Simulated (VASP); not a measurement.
# HfB (Fm-3m) in VASP: notebook

HfB is run at these levels: PBEsol, LDA, PBE; tasks: single point.

Program: VASP 6.6.1. These are calculated values, not measurements. Logs are shortened: lines on timing, memory, paths and dates and some standing lists are left out, and cuts for length are marked.

## (1) The cell of the first run

Symmetry: Fm-3m, No. 225, cubic system. Conventional cell: a = 4.651 Å, b = 4.651 Å, c = 4.651 Å, α = 90.00°, β = 90.00°, γ = 90.00°. Within 3.1 Å of Hf (site symmetry m-3m) lie 6 B at 2.33 Å. Within 3.1 Å of B (site symmetry m-3m) lie 6 Hf at 2.33 Å.

## (2) Single point, PBEsol (volume scaled by 1.02)

INCAR

```
SYSTEM = HfB
  PREC = Accurate
  ENCUT = 520
  EDIFF = 1E-7
  ISMEAR = -1
  SIGMA = 0.05
  LREAL = .False.
  LASPH = .True.
  NELM = 100
  ALGO = Normal
  ISIF = 2
  LWAVE = .False.
  LCHARG = .False.
  GGA = PS
  NBANDS = 14
```

KPOINTS

```
regular mesh
0
Gamma
  10 10 10
  0 0 0
```

POSCAR

```
HfB
1.0
    0.0000000000      2.3252984591      2.3252984591
    2.3252984591      0.0000000000      2.3252984591
    2.3252984591      2.3252984591      0.0000000000
Hf B
1 1
Direct
    0.5000000000      0.5000000000      0.5000000000
    0.0000000000      0.0000000000      0.0000000000
```

Potentials or basis: VASP PAW PBE potentials, release 64 (Hf_pv, B).

On the command line:

```console
> cat potpaw_PBE.64/Hf_pv/POTCAR potpaw_PBE.64/B/POTCAR > POTCAR
> mpirun -np 1 vasp_std > vasp.out
```

OUTCAR:

```text
SYSTEM = HfB
   PREC = Accurate
   ENCUT = 520
   EDIFF = 1E-7
   ISMEAR = -1
   LREAL = .False.
   LASPH = .True.
   NELM = 100
   ISIF = 2
   GGA = PS

 ion  position               nearest neighbor table
   1  0.500  0.500  0.500-   2 2.33   2 2.33   2 2.33   2 2.33   2 2.33   2 2.33
   2  0.000  0.000  0.000-   1 2.33   1 2.33   1 2.33   1 2.33   1 2.33   1 2.33

  LATTYP: Found a face centered cubic cell.
 ALAT       =     4.6505969182

  Lattice vectors:

 A1 = (   0.0000000000,   2.3252984591,   2.3252984591)
 A2 = (   2.3252984591,   0.0000000000,   2.3252984591)
 A3 = (   2.3252984591,   2.3252984591,   0.0000000000)

Analysis of symmetry for initial positions (statically):
=====================================================================
 Subroutine PRICEL returns:
 Original cell was already a primitive cell.

 Routine SETGRP: Setting up the symmetry group for a
 face centered cubic supercell.

 Subroutine GETGRP returns: Found 48 space group operations
 (whereof 48 operations were pure point group operations)
 out of a pool of 48 trial point group operations.

The static configuration has the point symmetry O_h .

Analysis of symmetry for dynamics (positions and initial velocities):
=====================================================================
 Subroutine PRICEL returns:
 Original cell was already a primitive cell.

 Routine SETGRP: Setting up the symmetry group for a
 face centered cubic supercell.

 Subroutine GETGRP returns: Found 48 space group operations
 (whereof 48 operations were pure point group operations)
 out of a pool of 48 trial point group operations.

The dynamic configuration has the point symmetry O_h .

 Subroutine INISYM returns: Found 48 space group operations
 (whereof 48 operations are pure point group operations),
 and found     1 'primitive' translations

----------------------------------------------------------------------------------------

                                     Primitive cell

  volume of cell :      25.1458

  direct lattice vectors                    reciprocal lattice vectors
     0.000000000  2.325298459  2.325298459    -0.215026161  0.215026161  0.215026161
     2.325298459  0.000000000  2.325298459     0.215026161 -0.215026161  0.215026161
     2.325298459  2.325298459  0.000000000     0.215026161  0.215026161 -0.215026161

  length of vectors
     3.288468617  3.288468617  3.288468617     0.372436235  0.372436235  0.372436235

  position of ions in fractional coordinates (direct lattice)
     0.500000000  0.500000000  0.500000000
     0.000000000  0.000000000  0.000000000

  ion indices of the primitive-cell ions
   primitive index   ion index
                 1           1
                 2           2

----------------------------------------------------------------------------------------

 KPOINTS: regular mesh

Automatic generation of k-mesh.
 Grid dimensions read from file:
 generate k-points for:   10   10   10

 Generating k-lattice:

  Cartesian coordinates                     Fractional coordinates (reciprocal lattice)
    -0.021502616  0.021502616  0.021502616     0.100000000  0.000000000  0.000000000
     0.021502616 -0.021502616  0.021502616     0.000000000  0.100000000  0.000000000
     0.021502616  0.021502616 -0.021502616     0.000000000  0.000000000  0.100000000

  Length of vectors
     0.037243624  0.037243624  0.037243624

  Shift w.r.t. Gamma in fractional coordinates (k-lattice)
     0.000000000  0.000000000  0.000000000

 Subroutine IBZKPT returns following result:
 ===========================================

 Found     47 irreducible k-points:

 Following reciprocal coordinates:
            Coordinates               Weight
  0.000000  0.000000  0.000000      1.000000
  0.100000  0.000000  0.000000      8.000000
  0.200000  0.000000  0.000000      8.000000
  0.300000  0.000000  0.000000      8.000000
  0.400000  0.000000  0.000000      8.000000
  0.500000  0.000000  0.000000      4.000000
[... 16 lines left out ...]
  0.300000  0.300000  0.000000      6.000000
  0.400000  0.300000  0.000000     24.000000
 [... further k-points ...]
   k-points           NKPTS =     47   k-points in BZ     NKDIM =     47   number of bands    NBANDS=     14
   number of dos      NEDOS =    301   number of ions     NIONS =      2
   total plane-waves  NPLWV =  13824
   dimension x,y,z NGX =    24 NGY =   24 NGZ =   24
   dimension x,y,z NGXF=    48 NGYF=   48 NGZF=   48
   ions per type =               1   1
   NGX,Y,Z   is equivalent  to a cutoff of  12.13, 12.13, 12.13 a.u.
   NGXF,Y,Z  is equivalent  to a cutoff of  24.27, 24.27, 24.27 a.u.
 SYSTEM =  HfB
   PREC   = accura    normal or accurate (medium, high low for compatibility)
   ISTART =      0    job   : 0-new  1-cont  2-samecut
   ICHARG =      2    charge: 1-file 2-atom 10-const
   ISPIN  =      1    spin polarized calculation?
   LNONCOLLINEAR =      F non collinear calculations
   LSORBIT =      F    spin-orbit coupling
   LASPH  =      T    aspherical Exc in radial PAW
   ENCUT  =  520.0 eV  38.22 Ry    6.18 a.u.   6.11  6.11  6.11*2*pi/ulx,y,z
   NELM   =    100;   NELMIN=  2; NELMDL= -5     # of ELM steps
   EDIFF  = 0.1E-06   stopping-criterion for ELM
   LREAL  =      F    real-space projection
   EDIFFG = 0.1E-05   stopping-criterion for IOM
   NSW    =      0    number of steps for IOM
   IBRION =     -1    ionic relax: 0-MD 1-quasi-New 2-CG
   NFREE  =      0    steps in history (QN), initial steepest desc. (CG)
   ISIF   =      2    stress and relaxation
   ISYM   =      2    0-nonsym 1-usesym 2-fastsym
   POTIM  = 0.5000    time-step for ionic-motion
   TEBEG  =    0.0;   TEEND  =   0.0 temperature during run
   PSTRESS=    0.0 pullay stress
   NELECT =      13.0000    total number of electrons
   NUPDOWN=      -1.0000    fix difference up-down
   EMIN   =  10.00;   EMAX   =-10.00  energy-range for DOS
   EFERMI =   0.00;   METHOD = LEGACY
   ISMEAR =    -1;   SIGMA  =   0.05  broadening in eV -4-tet -1-fermi 0-gaus
   EFERMI_NEDOS =   21; number of points for ismear=-14 and -15
   IALGO  =     38    algorithm
   IMIX   =      4    mixing-type and parameters
     AMIX     =   0.40;   BMIX     =  1.00
     AMIX_MAG =   1.60;   BMIX_MAG =  1.00
  volume/ion in A,a.u.               =      12.57        84.85
  Fermi-wavevector in a.u.,A,eV,Ry     =   1.313915  2.482939 23.488723  1.726372
  Thomas-Fermi vector in A             =   2.444204
   LORBIT       =      0    0 simple, 1 ext, 2 COOP (PROOUT), +10 PAW based schemes
   GGA     = PS    functional components
   LHFCALC =     F    Hartree Fock is set to
   AEXX    =    0.0000 exact exchange contribution
   IVDW    =     0    specifies the selected vdW correction
   LEPSILON=     F    determine dielectric tensor
   LRPA    =     F    only Hartree local field effects (RPA)
 non-spin polarized calculation
  energy-cutoff  :      520.00
  volume of cell :       25.15
 maximum number of plane-waves:       700
   NGX = 13   NGY = 13   NGZ = 13

 number of electron      13.0000000 magnetization

 Free energy of the ion-electron system (eV)
  ---------------------------------------------------
  ext. energy  EPLUGINS =         0.00000000
  ---------------------------------------------------
  free energy    TOTEN  =       -18.27290414 eV

  energy without entropy =      -18.26133352  energy(sigma->0) =      -18.26711883

 E-fermi :   4.8459     XC(G=0): -12.3094

 val. band max:        4.8204358973   @ k =  -0.2000   0.1000   0.0000
 cond. band min:       4.8602203530   @ k =   0.5000   0.3000   0.1000
 fundamental gap:      0.0397844557
 Fermi energy:         4.8458536329

 k-point     1 :       0.0000    0.0000    0.0000
  band No.  band energies     occupation
      1     -23.4800      2.00000
      2     -23.4800      2.00000
      3     -23.4800      2.00000
      4      -4.6324      2.00000
      5       7.0053      0.00000
      6       7.0053      0.00000
      7       7.0053      0.00000
      8       8.8043      0.00000
      9       8.8043      0.00000
     10       8.8043      0.00000
     11       8.9944      0.00000
     12       8.9944      0.00000
     13      16.4487      0.00000
     14      17.6060      0.00000

 k-point     2 :       0.1000    0.0000    0.0000
  band No.  band energies     occupation
      1     -23.5499      2.00000
      2     -23.4872      2.00000
      3     -23.4872      2.00000
      4      -4.3499      2.00000
      5       6.1235      0.00000
      6       6.6618      0.00000
      7       6.6618      0.00000
      8       7.7375      0.00000
      9       7.7375      0.00000
     10       9.2343      0.00000
     11      10.9733      0.00000
     12      10.9733      0.00000
     13      17.1649      0.00000
     14      17.9241      0.00000

 k-point     3 :       0.2000    0.0000    0.0000
  band No.  band energies     occupation
      1     -23.7282      2.00000
      2     -23.5058      2.00000
      3     -23.5058      2.00000
      4      -3.5586      2.00000
      5       4.6239      1.97665
      6       5.4046      0.00003
      7       5.4046      0.00003
      8       8.2953      0.00000
      9       8.2953      0.00000
     10       9.7100      0.00000
     11      13.3178      0.00000
     12      13.3178      0.00000
     13      18.3506      0.00000
     14      19.0018      0.00000
[... 324 lines left out ...]
 k-point    23 :       0.3000    0.3000    0.0000
  band No.  band energies     occupation
      1     -23.9023      2.00000
      2     -23.6408      2.00000
      3     -23.6408      2.00000
      4      -2.1695      2.00000
      5       2.7561      2.00000
      6       4.6174      1.97950
      7       6.5270      0.00000
      8       6.5270      0.00000
      9      10.1887      0.00000
     10      12.5701      0.00000
     11      12.5701      0.00000
     12      16.1334      0.00000
     13      19.3636      0.00000
     14      20.0280      0.00000

 k-point    24 :       0.4000    0.3000    0.0000
  band No.  band energies     occupation
      1     -23.9916      2.00000
      2     -23.6880      2.00000
      3     -23.6666      2.00000
      4      -1.6998      2.00000
      5       2.7187      2.00000
      6       4.0892      2.00000
      7       6.1956      0.00000
      8       6.9952      0.00000
      9      11.0756      0.00000
     10      12.6631      0.00000
     11      12.9461      0.00000
     12      17.0335      0.00000
     13      17.4829      0.00000
     14      19.9725      0.00000

 [... further k-points ...]
[... 5 lines left out ...]
  --------------------------------------------------------------------------------------
  -------------------------------------------------------------------------------------
  Total        3.0061927      3.0061927      3.0061927      0.0000000      0.0000000      0.0000000
  in kB      191.5407960    191.5407960    191.5407960      0.0000000      0.0000000      0.0000000
  external PRESSURE =     191.5407960 kB  Pullay stress =       0.0000000 kB

 VOLUME and BASIS-vectors are now :
 -----------------------------------------------------------------------------
  energy-cutoff  :      520.00
  volume of cell :       25.15
      direct lattice vectors                 reciprocal lattice vectors
     0.000000000  2.325298459  2.325298459    -0.215026161  0.215026161  0.215026161
     2.325298459  0.000000000  2.325298459     0.215026161 -0.215026161  0.215026161
     2.325298459  2.325298459  0.000000000     0.215026161  0.215026161 -0.215026161

 POSITION                                       TOTAL-FORCE (eV/Angst)
 -----------------------------------------------------------------------------------
      2.32530      2.32530      2.32530        -0.000000     -0.000000      0.000000
      0.00000      0.00000      0.00000         0.000000      0.000000     -0.000000
 -----------------------------------------------------------------------------------
    total drift:                               -0.000000     -0.000000      0.000000

  FREE ENERGIE OF THE ION-ELECTRON SYSTEM (eV)
  ---------------------------------------------------
  free  energy   TOTEN  =       -18.2729041419 eV

  energy  without entropy=      -18.2613335229  energy(sigma->0) =      -18.26711883
```

Run time: 9 s. Hardware: 1 thread of Intel Xeon Platinum 8259CL at 2.50GHz (Skylake/Cascade Lake), shared host; peak memory 0.15 GiB.

What came out:

| Property | Result |
| --- | --- |
| Free energy | -18.2729 eV |
| Pressure | 19.2 GPa |

Levels at points of the mesh, in eV from the Fermi level:
| k point | band 5 | band 6 | band 7 | band 8 | band 9 | band 10 |
| --- | --- | --- | --- | --- | --- | --- |
| (0.00, 0.00, 0.00) | 2.16 | 2.16 | 2.16 | 3.96 | 3.96 | 3.96 |
| (0.50, 0.00, 0.00) | -4.05 | -1.32 | -1.32 | 6.40 | 6.40 | 7.42 |
| (0.50, 0.50, 0.00) | -1.07 | -0.93 | 2.35 | 2.35 | 6.13 | 7.73 |

Caveat: the PAW data sets were made with another functional, which shifts forces and pressure a little; spin-orbit coupling is left out, which moves the levels of the heavy elements.

[end of part 1 of 2]
